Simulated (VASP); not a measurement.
**Re: relaxation of cell and atoms with PBE**

Crystal: Re.

```
Re
1.0
     2.75896    0.00000    0.00000
    -1.37948    2.38933    0.00000
     0.00000    0.00000    8.89329
Re
4
Direct
  0.00000 0.00000 0.00000
  0.33333 0.66667 0.25000
  0.00000 0.00000 0.50000
  0.66667 0.33333 0.75000
```

```yaml
Program: VASP 6.6.1
Task: relaxation of cell and atoms
Functional: PBE
Potentials_or_basis: VASP PAW PBE potentials, release 64 (Re)
Cutoff: 600 eV
k_mesh: 18 × 18 × 6
Occupations: gaussian, width 0.1 eV
Spin: no spin polarisation
Target_pressure: 2 GPa
Dipole_correction: no
Further_INCAR_settings: ALGO = Normal; EDIFF = 1e-07; IBRION = 2; EDIFFG = -0.008; NSW = 70; ISIF = 3
```

```yaml
Relaxed_volume: 14.85 Å³/atom
Relaxed_cell: a = 2.771 Å, b = 2.771 Å, c = 8.931 Å, α = 90.00°, β = 90.00°, γ = 120.00°
Space_group_after_relaxing_to_0.1_Å: P6_3/mmc (No. 194)
Energy_change_on_relaxing_the_run_minimises_the_enthalpy: -5.3 meV/atom
Ionic_steps: 4
Pressure_after_relaxing: 2.0 GPa
```

The path:
| step | energy change (eV) | largest force (eV/Å) | pressure (GPa) | volume (Å³) |
| --- | --- | --- | --- | --- |
| 1 | 0.0000 | 0.0000 | 7.07 | 58.63 |
| 2 | 0.1326 | 0.0000 | -16.13 | 62.65 |
| 3 | -0.0215 | 0.0000 | 1.89 | 59.40 |
| 4 | -0.0213 | 0.0000 | 1.99 | 59.39 |

Final structure:
```
Re
1.0
     2.77087    0.00000    0.00000
    -1.38543    2.39964    0.00000
     0.00000    0.00000    8.93136
Re
4
Direct
  0.00000 0.00000 0.00000
  0.33333 0.66667 0.25000
  0.00000 0.00000 0.50000
  0.66667 0.33333 0.75000
```

Levels at points of the mesh, in eV from the Fermi level:
```tsv
k point	band 11	band 12	band 13	band 14	band 15	band 16	band 17	band 18
(0.00, 0.00, 0.00)	-1.60	-1.23	-1.23	-1.12	-1.12	0.51	0.61	0.61
(0.50, 0.00, 0.00)	-0.81	0.29	0.29	1.11	2.08	3.83	3.85	4.01
(0.00, 0.00, 0.50)	-1.45	-1.45	-1.45	-1.45	-1.11	-1.11	1.14	1.14
(0.50, 0.00, 0.50)	-0.68	-0.68	0.26	0.26	2.67	2.67	3.89	3.89
```

It took 21 min on 1 thread of Oxide Virtual Turin-like Processor, with other jobs on the host, peak memory 0.28 GiB.

Caveat: the cell is relaxed towards a set pressure, so the run minimises the enthalpy, not the energy; the highest band is partly filled, so the run has too few bands; spin-orbit coupling is left out, which moves the levels of the heavy elements.
